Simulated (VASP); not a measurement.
A run of VASP 6.6.1:

INCAR

```
SYSTEM = HfZrSe4
PREC = Accurate
ENCUT = 600
EDIFF = 1E-6
ISMEAR = 0
SIGMA = 0.1
LREAL = .FALSE.
LASPH = .TRUE.
NELM = 80
ALGO = Normal
ISIF = 3
LWAVE = .FALSE.
LCHARG = .FALSE.
GGA = PE
IBRION = 2
NSW = 90
EDIFFG = -0.04
```

The input KPOINTS:

```
regular mesh
0
G
  6 6 2
  0 0 0
```

File POSCAR:

```
HfZrSe4
1.0
    3.6585989500      0.0000000000      0.0000000000
   -1.8292994700      3.1684396300      0.0000000000
    0.0000000000      0.0000000000     13.8497978500
Zr Hf Se
1 1 4
Direct
    0.0000000000      0.0000000000      0.0000000000
    0.0000000000      0.0000000000      0.5000000000
    0.3333333300      0.6666666700      0.8780300000
    0.3333333300      0.6666666700      0.3713200100
    0.6666666700      0.3333333300      0.6286799900
    0.6666666700      0.3333333300      0.1219700000
```

Potentials or basis: VASP PAW PBE potentials, release 64 (Zr_sv, Hf_pv, Se).

The run is started by

```bash
$ cat potpaw_PBE.64/Zr_sv/POTCAR potpaw_PBE.64/Hf_pv/POTCAR potpaw_PBE.64/Se/POTCAR > POTCAR
$ mpirun -np 1 vasp_std > vasp.out
```

Hardware: 1 thread of Intel(R) Xeon(R) Platinum 8488C (Sapphire Rapids), with other jobs on the host.

Problem. Estimate the wall time of this run.

Solution. It took 9.9 min on 1 thread of Intel(R) Xeon(R) Platinum 8488C (Sapphire Rapids), on a shared host, peak memory 0.37 GiB. Counts: scf iterations 126, k points 14, ion steps 15.
